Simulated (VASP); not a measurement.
# Cu6Ru (Fm-3m) in VASP: relaxation of cell and atoms with PBE

Aim: the relaxation of cell and atoms of Cu6Ru with PBE.

Everything below comes from runs of VASP 6.6.1. Logs are shortened: lines on timing, memory, paths and dates and some standing lists are left out, and cuts for length are marked.

**1. The cell of the first run**

The structure is cubic, space group Fm-3m (No. 225). The conventional cell has a = 7.249 Å, b = 7.249 Å, c = 7.249 Å, α = 90.00°, β = 90.00°, γ = 90.00°. Within 3.4 Å of Cu (site symmetry mmm) lie 8 Cu at 2.56 Å and 2 Ru at 2.56 Å. Ru (site symmetry m-3m) has 12 Cu at 2.56 Å within 3.4 Å.

**2. Relaxation of cell and atoms, PBE**

File INCAR:

```
SYSTEM = Cu6Ru
  ALGO = Fast
  EDIFF = 1E-6
  EDIFFG = -0.01
  ENCUT = 600
  GGA = PE
  IBRION = 2
  ISIF = 3
  ISMEAR = 0
  LASPH = .True.
  LCHARG = .False.
  LREAL = .False.
  LWAVE = .False.
  NELM = 100
  NSW = 100
  PREC = Accurate
  SIGMA = 0.1
```

File KPOINTS:

```
k-points
0
Gamma
  8 8 8
  0 0 0
```

File POSCAR:

```
Cu6Ru
1.0
    0.0000000000      3.6246447200      3.6246447200
    3.6246447200      0.0000000000      3.6246447200
    3.6246447200      3.6246447200      0.0000000000
Cu Ru
6 1
Direct
    0.5000000000      0.0000000000      0.0000000000
    0.0000000000      0.5000000000      0.5000000000
    0.0000000000      0.5000000000      0.0000000000
    0.5000000000      0.0000000000      0.5000000000
    0.0000000000      0.0000000000      0.5000000000
    0.5000000000      0.5000000000      0.0000000000
    0.0000000000      0.0000000000      0.0000000000
```

Potentials or basis: VASP PAW PBE potentials, release 64 (Cu, Ru_pv).

Started as:

```bash
cat potpaw_PBE.64/Cu/POTCAR potpaw_PBE.64/Ru_pv/POTCAR > POTCAR
mpirun -np 1 vasp_std > vasp.out
```

OUTCAR:

```text
SYSTEM = Cu6Ru
   EDIFF = 1E-6
   EDIFFG = -0.01
   ENCUT = 600
   GGA = PE
   IBRION = 2
   ISIF = 3
   ISMEAR = 0
   LASPH = .True.
   LREAL = .False.
   NELM = 100
   NSW = 100
   PREC = Accurate

 ion  position               nearest neighbor table
   1  0.500  0.000  0.000-   4 2.56   6 2.56   7 2.56   4 2.56   5 2.56   3 2.56   6 2.56   3 2.56
                             5 2.56   7 2.56
   2  0.000  0.500  0.500-   3 2.56   5 2.56   3 2.56   6 2.56   7 2.56   4 2.56   5 2.56   7 2.56
                             4 2.56   6 2.56
   3  0.000  0.500  0.000-   2 2.56   6 2.56   7 2.56   2 2.56   5 2.56   1 2.56   5 2.56   7 2.56
                             1 2.56   6 2.56
   4  0.500  0.000  0.500-   1 2.56   5 2.56   1 2.56   6 2.56   7 2.56   2 2.56   6 2.56   2 2.56
                             5 2.56   7 2.56
   5  0.000  0.000  0.500-   2 2.56   4 2.56   7 2.56   1 2.56   3 2.56   7 2.56   2 2.56   3 2.56
                             1 2.56   4 2.56
   6  0.500  0.500  0.000-   1 2.56   3 2.56   2 2.56   4 2.56   1 2.56   4 2.56   7 2.56   2 2.56
                             3 2.56   7 2.56
   7  0.000  0.000  0.000-   1 2.56   3 2.56   5 2.56   2 2.56   4 2.56   5 2.56   2 2.56   3 2.56
                             6 2.56   1 2.56   4 2.56   6 2.56

  LATTYP: Found a face centered cubic cell.
 ALAT       =     7.2492894400

  Lattice vectors:

 A1 = (   0.0000000000,   3.6246447200,   3.6246447200)
 A2 = (   3.6246447200,   0.0000000000,   3.6246447200)
 A3 = (   3.6246447200,   3.6246447200,   0.0000000000)

Analysis of symmetry for initial positions (statically):
=====================================================================
 Subroutine PRICEL returns:
 Original cell was already a primitive cell.

 Routine SETGRP: Setting up the symmetry group for a
 face centered cubic supercell.

 Subroutine GETGRP returns: Found 48 space group operations
 (whereof 48 operations were pure point group operations)
 out of a pool of 48 trial point group operations.

The static configuration has the point symmetry O_h .

Analysis of symmetry for dynamics (positions and initial velocities):
=====================================================================
 Subroutine PRICEL returns:
 Original cell was already a primitive cell.

 Routine SETGRP: Setting up the symmetry group for a
 face centered cubic supercell.

 Subroutine GETGRP returns: Found 48 space group operations
 (whereof 48 operations were pure point group operations)
 out of a pool of 48 trial point group operations.

The dynamic configuration has the point symmetry O_h .

 Subroutine INISYM returns: Found 48 space group operations
 (whereof 48 operations are pure point group operations),
 and found     1 'primitive' translations

----------------------------------------------------------------------------------------

                                     Primitive cell

  volume of cell :      95.2415

  direct lattice vectors                    reciprocal lattice vectors
     0.000000000  3.624644720  3.624644720    -0.137944554  0.137944554  0.137944554
     3.624644720  0.000000000  3.624644720     0.137944554 -0.137944554  0.137944554
     3.624644720  3.624644720  0.000000000     0.137944554  0.137944554 -0.137944554

  length of vectors
     5.126021722  5.126021722  5.126021722     0.238926976  0.238926976  0.238926976

  position of ions in fractional coordinates (direct lattice)
     0.500000000  0.000000000  0.000000000
     0.000000000  0.500000000  0.500000000
     0.000000000  0.500000000  0.000000000
     0.500000000  0.000000000  0.500000000
     0.000000000  0.000000000  0.500000000
     0.500000000  0.500000000  0.000000000
     0.000000000  0.000000000  0.000000000

  ion indices of the primitive-cell ions
   primitive index   ion index
                 1           1
                 2           2
                 3           3
                 4           4
                 5           5
                 6           6
                 7           7

----------------------------------------------------------------------------------------

 KPOINTS: k-points

Automatic generation of k-mesh.
 Grid dimensions read from file:
 generate k-points for:    8    8    8

 Generating k-lattice:

  Cartesian coordinates                     Fractional coordinates (reciprocal lattice)
    -0.017243069  0.017243069  0.017243069     0.125000000  0.000000000  0.000000000
     0.017243069 -0.017243069  0.017243069     0.000000000  0.125000000  0.000000000
     0.017243069  0.017243069 -0.017243069     0.000000000  0.000000000  0.125000000

  Length of vectors
     0.029865872  0.029865872  0.029865872

  Shift w.r.t. Gamma in fractional coordinates (k-lattice)
     0.000000000  0.000000000  0.000000000

 Subroutine IBZKPT returns following result:
 ===========================================

 Found     29 irreducible k-points:

 Following reciprocal coordinates:
            Coordinates               Weight
  0.000000  0.000000  0.000000      1.000000
  0.125000  0.000000  0.000000      8.000000
  0.250000  0.000000  0.000000      8.000000
  0.375000  0.000000  0.000000      8.000000
  0.500000  0.000000  0.000000      4.000000
  0.125000  0.125000  0.000000      6.000000
[... 16 lines left out ...]
  0.500000  0.250000  0.125000     48.000000
 -0.375000  0.250000  0.125000     24.000000
 [... further k-points ...]
   k-points           NKPTS =     29   k-points in BZ     NKDIM =     29   number of bands    NBANDS=     48
   number of dos      NEDOS =    301   number of ions     NIONS =      7
   total plane-waves  NPLWV =  74088
   dimension x,y,z NGX =    42 NGY =   42 NGZ =   42
   dimension x,y,z NGXF=    84 NGYF=   84 NGZF=   84
   ions per type =               6   1
   NGX,Y,Z   is equivalent  to a cutoff of  13.62, 13.62, 13.62 a.u.
   NGXF,Y,Z  is equivalent  to a cutoff of  27.24, 27.24, 27.24 a.u.
 SYSTEM =  Cu6Ru
   PREC   = accura    normal or accurate (medium, high low for compatibility)
   ISTART =      0    job   : 0-new  1-cont  2-samecut
   ICHARG =      2    charge: 1-file 2-atom 10-const
   ISPIN  =      1    spin polarized calculation?
   LNONCOLLINEAR =      F non collinear calculations
   LSORBIT =      F    spin-orbit coupling
   LASPH  =      T    aspherical Exc in radial PAW
   ENCUT  =  600.0 eV  44.10 Ry    6.64 a.u.  10.24 10.24 10.24*2*pi/ulx,y,z
   NELM   =    100;   NELMIN=  2; NELMDL= -5     # of ELM steps
   EDIFF  = 0.1E-05   stopping-criterion for ELM
   LREAL  =      F    real-space projection
   EDIFFG = -.1E-01   stopping-criterion for IOM
   NSW    =    100    number of steps for IOM
   IBRION =      2    ionic relax: 0-MD 1-quasi-New 2-CG
   NFREE  =      1    steps in history (QN), initial steepest desc. (CG)
   ISIF   =      3    stress and relaxation
   ISYM   =      2    0-nonsym 1-usesym 2-fastsym
   POTIM  = 0.5000    time-step for ionic-motion
   TEBEG  =    0.0;   TEEND  =   0.0 temperature during run
   PSTRESS=    0.0 pullay stress
   NELECT =      80.0000    total number of electrons
   NUPDOWN=      -1.0000    fix difference up-down
   EMIN   =  10.00;   EMAX   =-10.00  energy-range for DOS
   EFERMI =   0.00;   METHOD = LEGACY
   ISMEAR =     0;   SIGMA  =   0.10  broadening in eV -4-tet -1-fermi 0-gaus
   EFERMI_NEDOS =   21; number of points for ismear=-14 and -15
   IALGO  =     68    algorithm
   IMIX   =      4    mixing-type and parameters
     AMIX     =   0.40;   BMIX     =  1.00
     AMIX_MAG =   1.60;   BMIX_MAG =  1.00
  volume/ion in A,a.u.               =      13.61        91.82
  Fermi-wavevector in a.u.,A,eV,Ry     =   1.544647  2.918961 32.462628  2.385936
  Thomas-Fermi vector in A             =   2.650139
   LORBIT       =      0    0 simple, 1 ext, 2 COOP (PROOUT), +10 PAW based schemes
   GGA     = PE    functional components
   LHFCALC =     F    Hartree Fock is set to
   AEXX    =    0.0000 exact exchange contribution
   IVDW    =     0    specifies the selected vdW correction
   LEPSILON=     F    determine dielectric tensor
   LRPA    =     F    only Hartree local field effects (RPA)
 conjugate gradient relaxation of ions
 non-spin polarized calculation
 RMM-DIIS sequential band-by-band and
 Gauss-broadening in eV      SIGMA  =   0.10
  energy-cutoff  :      600.00
  volume of cell :       95.24
 maximum number of plane-waves:      3218
 NGX is ok and might be reduce to    42
   NGX = 21   NGY = 21   NGZ = 21

--------------------------------------- Ionic step        1  -------------------------------------------

 number of electron      79.9999960 magnetization

 Free energy of the ion-electron system (eV)
  ---------------------------------------------------
  ext. energy  EPLUGINS =         0.00000000
  ---------------------------------------------------
  free energy    TOTEN  =       -29.49778876 eV

  energy without entropy =      -29.47267737  energy(sigma->0) =      -29.48523307

------------------------ aborting loop because EDIFF is reached ----------------------------------------

  FORCE on cell =-STRESS in cart. coord.  units (eV):
  Direction    XX          YY          ZZ          XY          YZ          ZX
  --------------------------------------------------------------------------------------
  -------------------------------------------------------------------------------------
  Total        0.4095865      0.4095865      0.4095865      0.0000000      0.0000000      0.0000000
  in kB        6.8901692      6.8901692      6.8901692      0.0000000      0.0000000      0.0000000
  external PRESSURE =       6.8901692 kB  Pullay stress =       0.0000000 kB
[... 67 lines left out ...]
  energy  without entropy=      -29.4730456733  energy(sigma->0) =      -29.48570459

--------------------------------------- Ionic step        3  -------------------------------------------

 number of electron      79.9999946 magnetization

 Free energy of the ion-electron system (eV)
  ---------------------------------------------------
  ext. energy  EPLUGINS =         0.00000000
  ---------------------------------------------------
  free energy    TOTEN  =       -29.49882273 eV

  energy without entropy =      -29.47359120  energy(sigma->0) =      -29.48620696

 E-fermi :   6.6644     XC(G=0): -12.0749

 val. band max:        6.6380196021   @ k =   0.2500   0.1250   0.0000
 cond. band min:       6.6812538030   @ k =   0.1250   0.1250   0.0000
 fundamental gap:      0.0432342010
 Fermi energy:         6.6643551290

 k-point     1 :       0.0000    0.0000    0.0000
  band No.  band energies     occupation
      1     -35.1264      2.00000
      2     -35.1264      2.00000
      3     -35.1264      2.00000
      4      -1.5555      2.00000
      5       1.6753      2.00000
      6       1.6753      2.00000
[... 1213 lines left out ...]
     47      12.6002      0.00000
     48      12.7975      0.00000

 [... further k-points ...]
[... 5 lines left out ...]
  --------------------------------------------------------------------------------------
  -------------------------------------------------------------------------------------
  Total       -0.0260148     -0.0260148     -0.0260148     -0.0000000     -0.0000000     -0.0000000
  in kB       -0.4354354     -0.4354354     -0.4354354     -0.0000000     -0.0000000     -0.0000000
  external PRESSURE =      -0.4354354 kB  Pullay stress =       0.0000000 kB
[... 22 lines left out ...]
  FREE ENERGIE OF THE ION-ELECTRON SYSTEM (eV)
  ---------------------------------------------------
  free  energy   TOTEN  =       -29.4988227265 eV

  energy  without entropy=      -29.4735911986  energy(sigma->0) =      -29.48620696

 reached required accuracy - stopping structural energy minimisation
```

It took 4.5 min on 1 thread of Intel Xeon 6975P-C (Granite Rapids), shared host; peak memory 0.34 GiB.

Results:

```
Free energy                            : -29.4988 eV
Relaxed volume                         : 13.67 Å³/atom
Relaxed cell                           : a = 5.135 Å, b = 5.135 Å, c = 5.135 Å, α = 60.00°, β = 60.00°, γ = 60.00°
Space group after relaxing (to 0.05 Å) : Fm-3m (No. 225)
Energy gained by relaxing              : 0.1 meV/atom
Ionic steps                            : 3
Pressure after relaxing                : 0.0 GPa
Band gap on the k mesh                 : zero (band 40 reaches 7.26 eV, above the bottom of band 41 at 6.46 eV)
```

The path:
| step | energy change (eV) | largest force (eV/Å) | pressure (GPa) | volume (Å³) |
| --- | --- | --- | --- | --- |
| 1 | 0.0000 | 0.0000 | 0.69 | 95.24 |
| 2 | -0.0006 | 0.0000 | -0.41 | 96.05 |
| 3 | -0.0010 | 0.0000 | -0.04 | 95.72 |

Final structure:
```
Cu Ru
1.0
     0.00000    3.63072    3.63072
     3.63072    0.00000    3.63072
     3.63072    3.63072    0.00000
Cu Ru
6 1
Cartesian
  0.0000 1.8154 1.8154
  3.6307 1.8154 1.8154
  1.8154 0.0000 1.8154
  1.8154 3.6307 1.8154
  1.8154 1.8154 0.0000
  1.8154 1.8154 3.6307
  0.0000 0.0000 0.0000
```
